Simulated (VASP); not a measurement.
# Nb3Te2Mo (P4mm) in VASP: further runs

Nb3Te2Mo is run at these levels: PBE; tasks: single point, relaxation of cell and atoms.

Program: VASP 6.6.1. These are calculated values, not measurements. Logs are shortened: lines on timing, memory, paths and dates and some standing lists are left out, and cuts for length are marked.

### Step 1. The cell of the first run

It takes space group P4mm (No. 99, tetragonal). Conventional cell: a = 3.415 Å, b = 3.415 Å, c = 11.350 Å, α = 90.00°, β = 90.00°, γ = 90.00°. Within 3.7 Å of Nb (site symmetry 4mm) lie 4 Mo at 2.84 Å and 4 Te at 2.90 Å and 5 Nb at 3.03 to 3.41 Å. Within 3.8 Å of Nb (site symmetry 4mm) lie 8 Nb at 2.87 to 3.41 Å and 4 Te at 2.88 Å and 1 Mo at 3.10 Å. Nb (site symmetry 4mm) has 4 Mo at 2.86 Å and 9 Nb at 2.87 to 3.41 Å and 1 Te at 3.12 Å within 3.8 Å. Within 3.8 Å of Te (site symmetry 4mm) lie 5 Nb at 2.88 to 3.12 Å and 4 Te at 3.41 Å. Te (site symmetry 4mm) has 4 Nb at 2.90 Å and 1 Mo at 3.10 Å and 4 Te at 3.41 Å within 3.8 Å. Mo (site symmetry 4mm) has 9 Nb at 2.84 to 3.10 Å and 1 Te at 3.10 Å and 4 Mo at 3.41 Å within 3.7 Å.

### Step 2. Single point, PBE

Contents of INCAR:

```
SYSTEM = Nb3Te2Mo
PREC = Accurate
ENCUT = 520
EDIFF = 1E-6
ISMEAR = 0
SIGMA = 0.2
LREAL = .False.
LASPH = .True.
NELM = 80
ALGO = Fast
ISIF = 2
LWAVE = .False.
LCHARG = .True.
GGA = PE
LELF = .True.
LVHAR = .True.
NBANDS = 42
```

Contents of KPOINTS:

```
Automatic mesh
0
Gamma
  5 5 2
  0 0 0
```

Contents of POSCAR:

```
Nb3Te2Mo
1.0
    3.4148309507      0.0000000000      0.0000000000
    0.0000000000      3.4148309507      0.0000000000
    0.0000000000      0.0000000000     11.3497261042
Nb Te Mo
3 2 1
Direct
    0.0000000000      0.0000000000      0.5853550163
    0.5000000000      0.5000000000      0.1814304962
    0.0000000000      0.0000000000      0.3185666716
    0.0000000000      0.0000000000      0.0435040645
    0.5000000000      0.5000000000      0.7269796084
    0.5000000000      0.5000000000      0.4541641429
```

Potentials or basis: VASP PAW PBE potentials, release 64 (Nb_sv, Te, Mo_sv).

Run with:

```
$ cat potpaw_PBE.64/Nb_sv/POTCAR potpaw_PBE.64/Te/POTCAR potpaw_PBE.64/Mo_sv/POTCAR > POTCAR
$ mpirun -np 1 vasp_std > vasp.out
```

OUTCAR:

```text
SYSTEM = Nb3Te2Mo
   PREC = Accurate
   ENCUT = 520
   EDIFF = 1E-6
   ISMEAR = 0
   LREAL = .False.
   LASPH = .True.
   NELM = 80
   ISIF = 2
   GGA = PE

 ion  position               nearest neighbor table
   1  0.000  0.000  0.585-   6 2.84   6 2.84   6 2.84   6 2.84   5 2.90   5 2.90   5 2.90   5 2.90
                             3 3.03
   2  0.500  0.500  0.181-   3 2.87   3 2.87   3 2.87   3 2.87   4 2.88   4 2.88   4 2.88   4 2.88
                             6 3.10
   3  0.000  0.000  0.319-   6 2.86   6 2.86   6 2.86   6 2.86   2 2.87   2 2.87   2 2.87   2 2.87
                             1 3.03   4 3.12
   4  0.000  0.000  0.044-   2 2.88   2 2.88   2 2.88   2 2.88   3 3.12
   5  0.500  0.500  0.727-   1 2.90   1 2.90   1 2.90   1 2.90   6 3.10
   6  0.500  0.500  0.454-   1 2.84   1 2.84   1 2.84   1 2.84   3 2.86   3 2.86   3 2.86   3 2.86
                             2 3.10   5 3.10

  LATTYP: Found a simple tetragonal cell.
 ALAT       =     3.4148309507
 C/A-ratio  =     3.3236567983

  Lattice vectors:

 A1 = (   3.4148309507,   0.0000000000,   0.0000000000)
 A2 = (   0.0000000000,   3.4148309507,   0.0000000000)
 A3 = (   0.0000000000,   0.0000000000,  11.3497261042)

Analysis of symmetry for initial positions (statically):
=====================================================================
 Subroutine PRICEL returns:
 Original cell was already a primitive cell.

 Routine SETGRP: Setting up the symmetry group for a
 simple tetragonal supercell.

 Subroutine GETGRP returns: Found  8 space group operations
 (whereof  8 operations were pure point group operations)
 out of a pool of 16 trial point group operations.

The static configuration has the point symmetry C_4v.

Analysis of symmetry for dynamics (positions and initial velocities):
=====================================================================
 Subroutine PRICEL returns:
 Original cell was already a primitive cell.

 Routine SETGRP: Setting up the symmetry group for a
 simple tetragonal supercell.

 Subroutine GETGRP returns: Found  8 space group operations
 (whereof  8 operations were pure point group operations)
 out of a pool of 16 trial point group operations.

The dynamic configuration has the point symmetry C_4v.

 Subroutine INISYM returns: Found  8 space group operations
 (whereof  8 operations are pure point group operations),
 and found     1 'primitive' translations

----------------------------------------------------------------------------------------

                                     Primitive cell

  volume of cell :     132.3500

  direct lattice vectors                    reciprocal lattice vectors
     3.414830951  0.000000000  0.000000000     0.292840265  0.000000000  0.000000000
     0.000000000  3.414830951  0.000000000     0.000000000  0.292840265  0.000000000
     0.000000000  0.000000000 11.349726104     0.000000000  0.000000000  0.088107853

  length of vectors
     3.414830951  3.414830951 11.349726104     0.292840265  0.292840265  0.088107853

  position of ions in fractional coordinates (direct lattice)
     0.000000000  0.000000000  0.585355016
     0.500000000  0.500000000  0.181430496
     0.000000000  0.000000000  0.318566672
     0.000000000  0.000000000  0.043504064
     0.500000000  0.500000000  0.726979608
     0.500000000  0.500000000  0.454164143

  ion indices of the primitive-cell ions
   primitive index   ion index
                 1           1
                 2           2
                 3           3
                 4           4
                 5           5
                 6           6

----------------------------------------------------------------------------------------

 KPOINTS: Automatic mesh

Automatic generation of k-mesh.
 Grid dimensions read from file:
 generate k-points for:    5    5    2

 Generating k-lattice:

  Cartesian coordinates                     Fractional coordinates (reciprocal lattice)
     0.058568053  0.000000000  0.000000000     0.200000000  0.000000000  0.000000000
     0.000000000  0.058568053  0.000000000     0.000000000  0.200000000  0.000000000
     0.000000000  0.000000000  0.044053927     0.000000000  0.000000000  0.500000000

  Length of vectors
     0.058568053  0.058568053  0.044053927

  Shift w.r.t. Gamma in fractional coordinates (k-lattice)
     0.000000000  0.000000000  0.000000000

 Subroutine IBZKPT returns following result:
 ===========================================

 Found     12 irreducible k-points:

 Following reciprocal coordinates:
            Coordinates               Weight
  0.000000  0.000000  0.000000      1.000000
  0.200000  0.000000  0.000000      4.000000
  0.400000  0.000000  0.000000      4.000000
  0.200000  0.200000  0.000000      4.000000
  0.400000  0.200000  0.000000      8.000000
  0.400000  0.400000  0.000000      4.000000
  0.000000  0.000000  0.500000      1.000000
  0.200000  0.000000  0.500000      4.000000
  0.400000  0.000000  0.500000      4.000000
  0.200000  0.200000  0.500000      4.000000
  0.400000  0.200000  0.500000      8.000000
  0.400000  0.400000  0.500000      4.000000
   k-points           NKPTS =     12   k-points in BZ     NKDIM =     12   number of bands    NBANDS=     42
   number of dos      NEDOS =    301   number of ions     NIONS =      6
   total plane-waves  NPLWV =  65856
   dimension x,y,z NGX =    28 NGY =   28 NGZ =   84
   dimension x,y,z NGXF=    56 NGYF=   56 NGZF=  168
   ions per type =               3   2   1
   NGX,Y,Z   is equivalent  to a cutoff of  13.63, 13.63, 12.30 a.u.
   NGXF,Y,Z  is equivalent  to a cutoff of  27.26, 27.26, 24.61 a.u.
 SYSTEM =  Nb3Te2Mo
   PREC   = accura    normal or accurate (medium, high low for compatibility)
   ISTART =      0    job   : 0-new  1-cont  2-samecut
   ICHARG =      2    charge: 1-file 2-atom 10-const
   ISPIN  =      1    spin polarized calculation?
   LNONCOLLINEAR =      F non collinear calculations
   LSORBIT =      F    spin-orbit coupling
   LASPH  =      T    aspherical Exc in radial PAW
   ENCUT  =  520.0 eV  38.22 Ry    6.18 a.u.   6.35  6.35 21.10*2*pi/ulx,y,z
   NELM   =     80;   NELMIN=  2; NELMDL= -5     # of ELM steps
   EDIFF  = 0.1E-05   stopping-criterion for ELM
   LREAL  =      F    real-space projection
   EDIFFG = 0.1E-04   stopping-criterion for IOM
   NSW    =      0    number of steps for IOM
   IBRION =     -1    ionic relax: 0-MD 1-quasi-New 2-CG
   NFREE  =      0    steps in history (QN), initial steepest desc. (CG)
   ISIF   =      2    stress and relaxation
   ISYM   =      2    0-nonsym 1-usesym 2-fastsym
   POTIM  = 0.5000    time-step for ionic-motion
   TEBEG  =    0.0;   TEEND  =   0.0 temperature during run
   PSTRESS=    0.0 pullay stress
   NELECT =      65.0000    total number of electrons
   NUPDOWN=      -1.0000    fix difference up-down
   EMIN   =  10.00;   EMAX   =-10.00  energy-range for DOS
   EFERMI =   0.00;   METHOD = LEGACY
   ISMEAR =     0;   SIGMA  =   0.20  broadening in eV -4-tet -1-fermi 0-gaus
   EFERMI_NEDOS =   21; number of points for ismear=-14 and -15
   IALGO  =     68    algorithm
   IMIX   =      4    mixing-type and parameters
     AMIX     =   0.40;   BMIX     =  1.00
     AMIX_MAG =   1.60;   BMIX_MAG =  1.00
  volume/ion in A,a.u.               =      22.06       148.86
  Fermi-wavevector in a.u.,A,eV,Ry     =   1.291630  2.440826 22.698698  1.668307
  Thomas-Fermi vector in A             =   2.423388
   LORBIT       =      0    0 simple, 1 ext, 2 COOP (PROOUT), +10 PAW based schemes
   GGA     = PE    functional components
   LHFCALC =     F    Hartree Fock is set to
   AEXX    =    0.0000 exact exchange contribution
   IVDW    =     0    specifies the selected vdW correction
   LEPSILON=     F    determine dielectric tensor
   LRPA    =     F    only Hartree local field effects (RPA)
 non-spin polarized calculation
 RMM-DIIS sequential band-by-band and
 Gauss-broadening in eV      SIGMA  =   0.20
  energy-cutoff  :      520.00
  volume of cell :      132.35
 maximum number of plane-waves:      3588
 NGX is ok and might be reduce to    28
   NGX = 13   NGY = 13   NGZ = 43

 number of electron      65.0000002 magnetization

 Free energy of the ion-electron system (eV)
  ---------------------------------------------------
  ext. energy  EPLUGINS =         0.00000000
  ---------------------------------------------------
  free energy    TOTEN  =       -49.32358981 eV

  energy without entropy =      -49.25380737  energy(sigma->0) =      -49.28869859

 E-fermi :   9.6218     XC(G=0): -11.1175

 val. band max:        9.5847254667   @ k =   0.2000   0.2000   0.0000
 cond. band min:       9.6444612574   @ k =   0.2000   0.0000   0.5000
 fundamental gap:      0.0597357907
 Fermi energy:         9.6218088439

 k-point     1 :       0.0000    0.0000    0.0000
  band No.  band energies     occupation
      1     -51.1534      2.00000
      2     -45.4019      2.00000
      3     -45.3209      2.00000
      4     -45.0845      2.00000
      5     -25.2736      2.00000
      6     -25.2030      2.00000
[... 34 lines left out ...]
     41      12.1136      0.00000
     42      12.1177      0.00000

 k-point     2 :       0.2000    0.0000    0.0000
  band No.  band energies     occupation
      1     -51.1504      2.00000
      2     -45.3981      2.00000
      3     -45.3017      2.00000
      4     -45.0958      2.00000
      5     -25.2790      2.00000
      6     -25.2442      2.00000
[... 34 lines left out ...]
     41      12.2304      0.00000
     42      13.1287      0.00000

 k-point     3 :       0.4000    0.0000    0.0000
  band No.  band energies     occupation
      1     -51.1455      2.00000
      2     -45.3919      2.00000
      3     -45.2639      2.00000
      4     -45.1207      2.00000
      5     -25.3096      2.00000
      6     -25.2880      2.00000
[... 357 lines left out ...]
      4     -45.1186      2.00000
      5     -25.3096      2.00000
      6     -25.2760      2.00000
[... 34 lines left out ...]
     41      12.3672      0.00000
     42      12.4894      0.00000

 k-point    12 :       0.4000    0.4000    0.5000
  band No.  band energies     occupation
      1     -51.1389      2.00000
      2     -45.3803      2.00000
      3     -45.2460      2.00000
      4     -45.1154      2.00000
      5     -25.3125      2.00000
      6     -25.3075      2.00000
[... 34 lines left out ...]
     41      12.2089      0.00000
     42      12.7401      0.00000

------------------------ aborting loop because EDIFF is reached ----------------------------------------

  FORCE on cell =-STRESS in cart. coord.  units (eV):
  Direction    XX          YY          ZZ          XY          YZ          ZX
  --------------------------------------------------------------------------------------
  -------------------------------------------------------------------------------------
  Total        0.0331586      0.0331586      0.0146032      0.0000000      0.0000000      0.0000000
  in kB        0.4014053      0.4014053      0.1767802      0.0000000      0.0000000      0.0000000
  external PRESSURE =       0.3265303 kB  Pullay stress =       0.0000000 kB

 VOLUME and BASIS-vectors are now :
 -----------------------------------------------------------------------------
  energy-cutoff  :      520.00
  volume of cell :      132.35
      direct lattice vectors                 reciprocal lattice vectors
     3.414830951  0.000000000  0.000000000     0.292840265  0.000000000  0.000000000
     0.000000000  3.414830951  0.000000000     0.000000000  0.292840265  0.000000000
     0.000000000  0.000000000 11.349726104     0.000000000  0.000000000  0.088107853

 POSITION                                       TOTAL-FORCE (eV/Angst)
 -----------------------------------------------------------------------------------
      0.00000      0.00000      6.64362        -0.000000      0.000000     -0.054786
      1.70742      1.70742      2.05919        -0.000000     -0.000000      0.025410
      0.00000      0.00000      3.61564         0.000000     -0.000000      0.028622
      0.00000      0.00000      0.49376        -0.000000     -0.000000     -0.014561
      1.70742      1.70742      8.25102        -0.000000      0.000000      0.019965
      1.70742      1.70742      5.15464        -0.000000     -0.000000     -0.004648
 -----------------------------------------------------------------------------------
    total drift:                               -0.000000     -0.000000      0.004692

  FREE ENERGIE OF THE ION-ELECTRON SYSTEM (eV)
  ---------------------------------------------------
  free  energy   TOTEN  =       -49.3235898120 eV

  energy  without entropy=      -49.2538073722  energy(sigma->0) =      -49.28869859
```

It took 1.9 min on 1 thread of AMD EPYC 9R45 (Zen 5), shared host; peak memory 0.25 GiB.

What came out:

* Free energy: -49.3236 eV
* Pressure: 0.0 GPa
* Largest force: 0.055 eV/Å
* Band gap on the k mesh: zero (an odd number of electrons rules out a gap without spin polarisation)

Forces in eV/Å, atoms in the order of the input:
```
Nb   0.000  0.000 -0.055
Nb   0.000  0.000  0.025
Nb   0.000  0.000  0.029
Te   0.000  0.000 -0.015
Te   0.000  0.000  0.020
Mo   0.000  0.000 -0.005
```

Caveat: the k points lie up to 0.37 Å⁻¹ apart, too coarse for converged energies and pressures of a metal; spin-orbit coupling is left out, which moves the levels of the heavy elements; this functional lacks dispersion, which binds the layers, so the pressure and a relaxed spacing across them are unreliable.

(Part 1 of 3 ends here.)
